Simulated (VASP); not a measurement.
# Al (Im-3m) in VASP: settings compared, part 3 of 3

VASP 6.6.1. Earlier steps stand in the parts before.

## 6. Single point, revPBE

This run uses another cell than the first one, of 17.18 Å³/atom, 1.006 times its volume.

INCAR

```
SYSTEM = Al
ALGO     = Fast           ! electronic algorithm
EDIFF    = 1E-6           ! SCF threshold, eV
ENCUT    = 520            ! plane-wave cutoff, eV
GGA      = RE             ! functional
ISIF     = 2              ! what is computed and relaxed
ISMEAR   = -1             ! smearing method
LASPH    = .True.         ! aspherical terms in the spheres
LCHARG   = .True.         ! write CHGCAR
LELF     = .True.         ! ELF
LREAL    = .False.        ! projectors in reciprocal space
LVHAR    = .True.       
LWAVE    = .False.        ! write WAVECAR
NBANDS   = 8              ! bands
NELM     = 80             ! most SCF steps
PREC     = Accurate       ! precision mode
SIGMA    = 0.05           ! smearing width, eV
```

KPOINTS

```
k-points
0
Gamma
  12 12 12
  0 0 0
```

POSCAR

```
Al
1.0
   -1.6255288338      1.6255288338      1.6255288338
    1.6255288338     -1.6255288338      1.6255288338
    1.6255288338      1.6255288338     -1.6255288338
Al
1
Direct
    0.0000000000      0.0000000000      0.0000000000
```

Potentials or basis: VASP PAW PBE potentials, release 64 (Al).

Command:

```
$ cat potpaw_PBE.64/Al/POTCAR > POTCAR
$ mpirun -np 1 vasp_std > vasp.out
```

OUTCAR:

```text
SYSTEM = Al
   EDIFF = 1E-6
   ENCUT = 520
   GGA = RE
   ISIF = 2
   ISMEAR = -1
   LASPH = .True.
   LREAL = .False.
   NELM = 80
   PREC = Accurate

 ion  position               nearest neighbor table
   1  0.000  0.000  0.000-

  LATTYP: Found a body centered cubic cell.
 ALAT       =     3.2510576676

  Lattice vectors:

 A1 = (  -1.6255288338,   1.6255288338,   1.6255288338)
 A2 = (   1.6255288338,  -1.6255288338,   1.6255288338)
 A3 = (   1.6255288338,   1.6255288338,  -1.6255288338)

Analysis of symmetry for initial positions (statically):
=====================================================================
 Subroutine PRICEL returns:
 Original cell was already a primitive cell.

 Routine SETGRP: Setting up the symmetry group for a
 body centered cubic supercell.

 Subroutine GETGRP returns: Found 48 space group operations
[... 9 lines left out ...]

 Routine SETGRP: Setting up the symmetry group for a
 body centered cubic supercell.

 Subroutine GETGRP returns: Found 48 space group operations
[... 11 lines left out ...]
                                     Primitive cell

  volume of cell :      17.1808

  direct lattice vectors                    reciprocal lattice vectors
    -1.625528834  1.625528834  1.625528834     0.000000000  0.307592206  0.307592206
     1.625528834 -1.625528834  1.625528834     0.307592206  0.000000000  0.307592206
     1.625528834  1.625528834 -1.625528834     0.307592206  0.307592206  0.000000000

  length of vectors
     2.815498529  2.815498529  2.815498529     0.435001069  0.435001069  0.435001069

  position of ions in fractional coordinates (direct lattice)
     0.000000000  0.000000000  0.000000000

  ion indices of the primitive-cell ions
   primitive index   ion index
                 1           1

----------------------------------------------------------------------------------------

 KPOINTS: k-points

[... 81 lines left out ...]
   EFERMI =   0.00;   METHOD = LEGACY
   ISMEAR =    -1;   SIGMA  =   0.05  broadening in eV -4-tet -1-fermi 0-gaus
   EFERMI_NEDOS =   21; number of points for ismear=-14 and -15
   IALGO  =     68    algorithm
   IMIX   =      4    mixing-type and parameters
     AMIX     =   0.40;   BMIX     =  1.00
     AMIX_MAG =   1.60;   BMIX_MAG =  1.00
  volume/ion in A,a.u.               =      17.18       115.94
  Fermi-wavevector in a.u.,A,eV,Ry     =   0.915027  1.729150 11.391810  0.837274
  Thomas-Fermi vector in A             =   2.039721
   LORBIT       =      0    0 simple, 1 ext, 2 COOP (PROOUT), +10 PAW based schemes
   GGA     = RE    functional components
   LHFCALC =     F    Hartree Fock is set to
   AEXX    =    0.0000 exact exchange contribution
   IVDW    =     0    specifies the selected vdW correction
   LEPSILON=     F    determine dielectric tensor
   LRPA    =     F    only Hartree local field effects (RPA)
 non-spin polarized calculation
 RMM-DIIS sequential band-by-band and
  energy-cutoff  :      520.00
  volume of cell :       17.18
 maximum number of plane-waves:       476
 NGX is ok and might be reduce to    24
   NGX = 11   NGY = 11   NGZ = 11

 number of electron       3.0000000 magnetization

 Free energy of the ion-electron system (eV)
  ---------------------------------------------------
  ext. energy  EPLUGINS =         0.00000000
  ---------------------------------------------------
  free energy    TOTEN  =        -3.45512304 eV

  energy without entropy =       -3.45110289  energy(sigma->0) =       -3.45311296

 E-fermi :   7.6285     XC(G=0): -10.0153

 val. band max:        7.6177776377   @ k =   0.3333   0.2500   0.0833
 cond. band min:       7.6992858141   @ k =  -0.4167   0.4167   0.2500
 fundamental gap:      0.0815081764
 Fermi energy:         7.6284757362

 k-point     1 :       0.0000    0.0000    0.0000
  band No.  band energies     occupation
      1      -3.1969      2.00000
      2      20.6681      0.00000
      3      20.6681      0.00000
      4      20.6681      0.00000
      5      21.8833      0.00000
      6      21.8833      0.00000
      7      21.8833      0.00000
      8      23.6458      0.00000
[... 243 lines left out ...]
 k-point    24 :       0.4167    0.0833    0.0833
  band No.  band energies     occupation
      1       3.8359      2.00000
      2       4.2414      2.00000
      3      12.5260      0.00000
      4      13.0367      0.00000
      5      21.2835      0.00000
      6      21.7735      0.00000
      7      28.1441      0.00000
      8      29.3214      0.00000

 [... further k-points ...]
[... 5 lines left out ...]
  --------------------------------------------------------------------------------------
  -------------------------------------------------------------------------------------
  Total       -0.0151702     -0.0151702     -0.0151702     -0.0000000     -0.0000000     -0.0000000
  in kB       -1.4146814     -1.4146814     -1.4146814     -0.0000000     -0.0000000     -0.0000000
  external PRESSURE =      -1.4146814 kB  Pullay stress =       0.0000000 kB

 VOLUME and BASIS-vectors are now :
 -----------------------------------------------------------------------------
  energy-cutoff  :      520.00
  volume of cell :       17.18
      direct lattice vectors                 reciprocal lattice vectors
    -1.625528834  1.625528834  1.625528834     0.000000000  0.307592206  0.307592206
     1.625528834 -1.625528834  1.625528834     0.307592206  0.000000000  0.307592206
     1.625528834  1.625528834 -1.625528834     0.307592206  0.307592206  0.000000000

 POSITION                                       TOTAL-FORCE (eV/Angst)
 -----------------------------------------------------------------------------------
      0.00000      0.00000      0.00000        -0.000000     -0.000000      0.000000
 -----------------------------------------------------------------------------------
    total drift:                                0.000000     -0.000000      0.000000

  FREE ENERGIE OF THE ION-ELECTRON SYSTEM (eV)
  ---------------------------------------------------
  free  energy   TOTEN  =        -3.4551230406 eV

  energy  without entropy=       -3.4511028885  energy(sigma->0) =       -3.45311296
```

OSZICAR:

```text
N       E                     dE             d eps       ncg     rms          rms(c)
DAV:   1    -0.207693322092E+01   -0.20769E+01   -0.89367E+02  1152   0.207E+02
DAV:   2    -0.347114255559E+01   -0.13942E+01   -0.13174E+01  1584   0.185E+01
DAV:   3    -0.347827626146E+01   -0.71337E-02   -0.71279E-02  1384   0.149E+00
DAV:   4    -0.347830187665E+01   -0.25615E-04   -0.25615E-04  1688   0.785E-02
DAV:   5    -0.347830203409E+01   -0.15745E-06   -0.15728E-06  1456   0.424E-03    0.161E+00
RMM:   6    -0.346491496983E+01    0.13387E-01   -0.12198E-03  1152   0.213E-01    0.930E-01
RMM:   7    -0.345511863466E+01    0.97963E-02   -0.39158E-03  1339   0.363E-01    0.145E-01
RMM:   8    -0.345512371650E+01   -0.50818E-05   -0.15063E-04  1267   0.825E-02    0.968E-03
RMM:   9    -0.345512441351E+01   -0.69701E-06   -0.15572E-05  1268   0.242E-02    0.109E-02
RMM:  10    -0.345512546235E+01   -0.10488E-05   -0.29448E-06  1300   0.110E-02    0.362E-02
RMM:  11    -0.345512324139E+01    0.22210E-05   -0.48093E-07  1008   0.363E-03    0.106E-02
RMM:  12    -0.345512304064E+01    0.20075E-06   -0.13544E-07   751   0.224E-03
   1 F= -.34551230E+01 E0= -.34531130E+01  d E =-.402015E-02
```

stdout:

```text
POSCAR found type information on POSCAR Al
 POSCAR found :  1 types and       1 ions
 scaLAPACK will be used
 -----------------------------------------------------------------------------
|                                                                             |
|                                                                             |
|     You enforced a specific xc type in the INCAR file but a different       |
|     I HOPE YOU KNOW WHAT YOU ARE DOING!                                     |
|                                                                             |
 -----------------------------------------------------------------------------

 LDA part: xc-table for (Slater+PW92), standard interpolation
 POSCAR, INCAR and KPOINTS ok, starting setup
 FFT: planning ... GRIDC
 FFT: planning ... GRID_SOFT
 FFT: planning ... GRID
 WAVECAR not read
 entering main loop
```

It took 4.4 s on 1 thread of Intel Xeon 6975P-C (Granite Rapids), shared host; peak memory 0.13 GiB.

What came out:

- Free energy: -3.4551 eV
- Pressure: -0.1 GPa

Levels at points of the mesh, in eV from the Fermi level:
| k point | band 1 | band 2 | band 3 | band 4 |
| --- | --- | --- | --- | --- |
| (0.00, 0.00, 0.00) | -10.83 | 13.04 | 13.04 | 13.04 |
| (0.50, 0.00, 0.00) | -4.15 | -3.77 | 7.94 | 8.18 |
| (0.50, 0.50, 0.50) | 1.84 | 1.84 | 1.84 | 3.04 |

Caveat: the PAW data sets were made with another functional, which shifts forces and pressure a little.

## 7. Overview

| level | cell | gap on the mesh (eV) | pressure (GPa) |
| --- | --- | --- | --- |
| PBEsol | a = 2.810 Å, angles 109.5°, 1 atom | none | -2.0 |
| PBE+D4 | a = 2.761 Å, angles 109.5°, 1 atom | none | 0.0 |
| PBEsol+D3(BJ) | a = 2.744 Å, angles 109.5°, 1 atom | none | 0.1 |
| PBEsol+D4 | a = 2.760 Å, angles 109.5°, 1 atom | none | 0.1 |
| revPBE | a = 2.815 Å, angles 109.5°, 1 atom | none | -0.1 |

Alike in all rows: task single point; potentials or basis VASP PAW PBE potentials, release 64 (Al); no spin polarisation; k mesh 12 × 12 × 12; cutoff (eV) 520; smearing fermi-dirac 0.05 eV.

Caveats: the PAW data sets were made with another functional, which shifts forces and pressure a little (some runs); pairwise dispersion overbinds metals, which lowers pressure and volume (some runs).

Absolute energies hang on the potentials; compare differences alone.
